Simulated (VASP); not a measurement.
# Al in VASP: a series of runs

Al is run at these levels: r2SCAN, PBE; tasks: single point, relaxation of cell and atoms.

All numbers are computed with VASP 6.6.1; they aren't measurements. Logs are shortened: lines on timing, memory, paths and dates and some standing lists are left out, and cuts for length are marked.

## (1) The cell of the first run

Symmetry: Fm-3m, No. 225, cubic system. Conventional cell: a = 4.041 Å, b = 4.041 Å, c = 4.041 Å, α = 90.00°, β = 90.00°, γ = 90.00°. Al (site symmetry m-3m) has 12 Al at 2.86 Å within 3.8 Å.

## (2) Single point, r2SCAN

POSCAR

```
Al
1.0
   -1.4287113756      1.4287113756      2.0204897049
    1.4287113756     -1.4287113756      2.0204897049
    1.4287113756      1.4287113756     -2.0204897049
Al
1
Direct
    0.5000000000      0.5000000000      0.0000000000
```

INCAR.step1

```
SYSTEM = Al
PREC = Accurate ; ENCUT = 520
ISMEAR = 0 ; SIGMA = 0.1
LREAL = .FALSE. ; LASPH = .TRUE.
NELM = 60 ; NBANDS = 8
GGA = PE ; ALGO = Normal
EDIFF = 1E-4 ; LWAVE = .TRUE.
LCHARG = .FALSE.
```

INCAR.step2

```
SYSTEM = Al
PREC = Accurate ; ENCUT = 520
EDIFF = 1E-6 ; ISMEAR = 0
SIGMA = 0.1 ; LREAL = .FALSE.
LASPH = .TRUE. ; NELM = 60
ALGO = Normal ; ISIF = 2
LWAVE = .FALSE. ; LCHARG = .FALSE.
METAGGA = R2SCAN ; LMIXTAU = .TRUE.
NBANDS = 8 ; ISTART = 1
```

KPOINTS

```
regular mesh
0
G
  28 28 28
  0 0 0
```

Potentials or basis: VASP PAW PBE potentials, release 64 (Al).

Started as:

```sh
$ cat potpaw_PBE.64/Al/POTCAR > POTCAR
$ cp INCAR.step1 INCAR
$ mpirun -np 1 vasp_std > vasp.out
$ cp INCAR.step2 INCAR
$ mpirun -np 1 vasp_std > vasp.out
```

OUTCAR:

```text
SYSTEM = Al
   PREC = Accurate
   ENCUT = 520
   EDIFF = 1E-6
   ISMEAR = 0
   LREAL = .FALSE.
   LASPH = .TRUE.
   NELM = 60
   ISIF = 2
   METAGGA = R2SCAN
   ISTART = 1

 ion  position               nearest neighbor table
   1  0.500  0.500  0.000-

  LATTYP: Found a face centered cubic cell.
 ALAT       =     4.0409927090

  Lattice vectors:

 A1 = (   1.4287113756,  -1.4287113756,  -2.0204897049)
 A2 = (   1.4287113756,   1.4287113756,  -2.0204897049)
 A3 = (   2.8574227512,  -0.0000000000,   0.0000000000)

Analysis of symmetry for initial positions (statically):
=====================================================================
 Subroutine PRICEL returns:
 Original cell was already a primitive cell.

 Routine SETGRP: Setting up the symmetry group for a
 face centered cubic supercell.

 Subroutine GETGRP returns: Found 48 space group operations
 (whereof 48 operations were pure point group operations)
 out of a pool of 48 trial point group operations.

The static configuration has the point symmetry O_h .

Analysis of symmetry for dynamics (positions and initial velocities):
=====================================================================
 Subroutine PRICEL returns:
 Original cell was already a primitive cell.

 Routine SETGRP: Setting up the symmetry group for a
 face centered cubic supercell.

 Subroutine GETGRP returns: Found 48 space group operations
 (whereof 48 operations were pure point group operations)
 out of a pool of 48 trial point group operations.

The dynamic configuration has the point symmetry O_h .

 Subroutine INISYM returns: Found 48 space group operations
 (whereof 48 operations are pure point group operations),
 and found     1 'primitive' translations

----------------------------------------------------------------------------------------

                                     Primitive cell

  volume of cell :      16.4970

  direct lattice vectors                    reciprocal lattice vectors
    -1.428711376  1.428711376  2.020489705     0.000000000  0.349965716  0.247464760
     1.428711376 -1.428711376  2.020489705     0.349965716  0.000000000  0.247464760
     1.428711376  1.428711376 -2.020489705     0.349965716  0.349965716  0.000000000

  length of vectors
     2.857413347  2.857413347  2.857413347     0.428619657  0.428619657  0.494926262

  position of ions in fractional coordinates (direct lattice)
     0.500000000  0.500000000  0.000000000

  ion indices of the primitive-cell ions
   primitive index   ion index
                 1           1

[... 73 lines left out ...]
   EDIFFG = 0.1E-04   stopping-criterion for IOM
   NSW    =      0    number of steps for IOM
[... 5 lines left out ...]
   TEBEG  =    0.0;   TEEND  =   0.0 temperature during run
   PSTRESS=    0.0 pullay stress
   NELECT =       3.0000    total number of electrons
   NUPDOWN=      -1.0000    fix difference up-down
   EMIN   =  10.00;   EMAX   =-10.00  energy-range for DOS
   EFERMI =   0.00;   METHOD = LEGACY
   ISMEAR =     0;   SIGMA  =   0.10  broadening in eV -4-tet -1-fermi 0-gaus
   EFERMI_NEDOS =   21; number of points for ismear=-14 and -15
   IALGO  =     38    algorithm
   IMIX   =      4    mixing-type and parameters
     AMIX     =   0.40;   BMIX     =  1.00
     AMIX_MAG =   1.60;   BMIX_MAG =  1.00
  volume/ion in A,a.u.               =      16.50       111.33
  Fermi-wavevector in a.u.,A,eV,Ry     =   0.927499  1.752719 11.704467  0.860254
  Thomas-Fermi vector in A             =   2.053575
   LORBIT       =      0    0 simple, 1 ext, 2 COOP (PROOUT), +10 PAW based schemes
   METAGGA = R2SCAN    functional components
   LHFCALC =     F    Hartree Fock is set to
   AEXX    =    0.0000 exact exchange contribution
   IVDW    =     0    specifies the selected vdW correction
   LEPSILON=     F    determine dielectric tensor
   LRPA    =     F    only Hartree local field effects (RPA)
 non-spin polarized calculation
 Gauss-broadening in eV      SIGMA  =   0.10
  energy-cutoff  :      520.00
  volume of cell :       16.50
 maximum number of plane-waves:       459
 NGX is ok and might be reduce to    24
   NGX = 11   NGY = 11   NGZ = 11

 number of electron       3.0000000 magnetization

 Free energy of the ion-electron system (eV)
  ---------------------------------------------------
  ext. energy  EPLUGINS =         0.00000000
  ---------------------------------------------------
  free energy    TOTEN  =        -6.73169876 eV

  energy without entropy =       -6.72960485  energy(sigma->0) =       -6.73065180

 E-fermi :   8.0335     XC(G=0): -10.9074

 val. band max:        8.0301728934   @ k =   0.3571   0.3214   0.0714
 cond. band min:       8.0420558225   @ k =   0.4286   0.2500   0.1071
 fundamental gap:      0.0118829292
 Fermi energy:         8.0334743879

 k-point     1 :       0.0000    0.0000    0.0000
  band No.  band energies     occupation
      1      -3.8212      2.00000
      2      21.3424      0.00000
      3      21.3424      0.00000
      4      21.3425      0.00000
      5      23.2415      0.00000
      6      23.2415      0.00000
      7      23.2415      0.00000
      8      25.3820      0.00000
[... 243 lines left out ...]
 k-point    24 :       0.3214    0.0357    0.0000
  band No.  band energies     occupation
      1      -0.6105      2.00000
      2       8.5815      0.00000
      3      18.4480      0.00000
      4      20.3185      0.00000
      5      21.5127      0.00000
      6      22.6945      0.00000
      7      23.6311      0.00000
      8      26.8581      0.00000

 [... further k-points ...]

------------------------ aborting loop because EDIFF is reached ----------------------------------------

  FORCE on cell =-STRESS in cart. coord.  units (eV):
  Direction    XX          YY          ZZ          XY          YZ          ZX
  --------------------------------------------------------------------------------------
  -------------------------------------------------------------------------------------
  Total       -0.3440307     -0.3440307     -0.3440262      0.0000000     -0.0000000      0.0000000
  in kB      -33.4119756    -33.4119756    -33.4115357      0.0000000     -0.0000000      0.0000000
  external PRESSURE =     -33.4118290 kB  Pullay stress =       0.0000000 kB

 VOLUME and BASIS-vectors are now :
 -----------------------------------------------------------------------------
  energy-cutoff  :      520.00
  volume of cell :       16.50
      direct lattice vectors                 reciprocal lattice vectors
    -1.428711376  1.428711376  2.020489705     0.000000000  0.349965716  0.247464760
     1.428711376 -1.428711376  2.020489705     0.349965716  0.000000000  0.247464760
     1.428711376  1.428711376 -2.020489705     0.349965716  0.349965716  0.000000000

 POSITION                                       TOTAL-FORCE (eV/Angst)
 -----------------------------------------------------------------------------------
      0.00000      0.00000      2.02049         0.000000      0.000000     -0.000000
 -----------------------------------------------------------------------------------
    total drift:                                0.000000     -0.000000      0.000000

  FREE ENERGIE OF THE ION-ELECTRON SYSTEM (eV)
  ---------------------------------------------------
  free  energy   TOTEN  =        -6.7316987568 eV

  energy  without entropy=       -6.7296048517  energy(sigma->0) =       -6.73065180
```

OUTCAR.step1:

```text
SYSTEM = Al
   PREC = Accurate
   ENCUT = 520
   ISMEAR = 0
   LREAL = .FALSE.
   LASPH = .TRUE.
   NELM = 60
[... 481 lines left out ...]
 -----------------------------------------------------------------------------------
      0.00000      0.00000      2.02049         0.000000     -0.000000     -0.000000
 -----------------------------------------------------------------------------------
    total drift:                                0.000000     -0.000000      0.000000

  FREE ENERGIE OF THE ION-ELECTRON SYSTEM (eV)
  ---------------------------------------------------
  free  energy   TOTEN  =        -3.7463976847 eV

  energy  without entropy=       -3.7443375584  energy(sigma->0) =       -3.74536762
```

Run time: 5.3 min. Hardware: 1 thread of Intel Xeon 8259CL, shared host; peak memory 0.19 GiB.

What came out:

```
Free energy            : -6.7317 eV
Pressure               : -3.3 GPa
Band gap on the k mesh : zero (an odd number of electrons rules out a gap without spin polarisation)
```

Caveat: the cell stands under tension; the PAW data sets were made with another functional, which shifts forces and pressure a little.

## (3) Relaxation of cell and atoms, PBE

INCAR

```
SYSTEM = Al
  PREC = Accurate
  ENCUT = 600
  EDIFF = 1E-6
  ISMEAR = 0
  SIGMA = 0.1
  LREAL = .False.
  LASPH = .True.
  NELM = 100
  ALGO = Fast
  ISIF = 3
  LWAVE = .False.
  LCHARG = .False.
  GGA = PE
  IBRION = 2
  NSW = 100
  EDIFFG = -0.01
```

KPOINTS

```
regular mesh
0
Gamma
  28 28 28
  0 0 0
```

POSCAR

```
Al
1.0
   -1.4148601729      1.4148601729      2.0613126972
    1.4148601729     -1.4148601729      2.0613126972
    1.4148601729      1.4148601729     -2.0613126972
Al
1
Direct
    0.5000000000      0.5000000000      0.0000000000
```

Potentials or basis: VASP PAW PBE potentials, release 64 (Al).

Started as:

```sh
$ cat potpaw_PBE.64/Al/POTCAR > POTCAR
$ mpirun -np 1 vasp_std > vasp.out
```

Wall time 6.7 min (1 thread of Intel Xeon 8259CL, shared host); peak memory 0.31 GiB.

The run converged. Its results:

```yaml
Free_energy: -3.7464 eV
Relaxed_volume: 16.48 Å³/atom
Relaxed_cell: a = 2.856 Å, b = 2.856 Å, c = 2.856 Å, α = 119.99°, β = 119.99°, γ = 90.02°
Space_group_after_relaxing_to_0.1_Å: Fm-3m (No. 225)
Energy_gained_by_relaxing: 1.1 meV/atom
Ionic_steps: 7
Pressure_after_relaxing: 0.0 GPa
Band_gap_on_the_k_mesh: zero (an odd number of electrons rules out a gap without spin polarisation)
```

The path:
| step | energy change (eV) | largest force (eV/Å) | pressure (GPa) | volume (Å³) |
| --- | --- | --- | --- | --- |
| 1 | 0.0000 | 0.0000 | -0.05 | 16.51 |
| 2 | -0.0003 | 0.0000 | -0.01 | 16.49 |
| 3 | -0.0009 | 0.0000 | 0.15 | 16.45 |
| 4 | -0.0004 | 0.0000 | 0.60 | 16.36 |
| 5 | -0.0011 | 0.0000 | 0.27 | 16.43 |
| 6 | -0.0010 | 0.0000 | -0.30 | 16.55 |
| 7 | -0.0011 | 0.0000 | 0.01 | 16.48 |

Final structure:
```xyz
1
Lattice="-1.4284 1.4284 2.0193 1.4284 -1.4284 2.0193 1.4284 1.4284 -2.0193" Properties=species:S:1:pos:R:3 pbc="T T T"
Al    0.0000    0.0000    2.0193
```

Levels at points of the mesh, in eV from the Fermi level:
```tsv
k point	band 1	band 2	band 3	band 4
(0.00, 0.00, 0.00)	-11.14	12.63	12.63	12.63
(0.50, 0.00, 0.00)	-4.60	-4.38	11.42	11.43
(0.50, 0.50, 0.00)	-2.93	-1.60	5.26	5.60
(0.50, 0.50, 0.50)	-2.92	-1.60	5.26	5.60
```
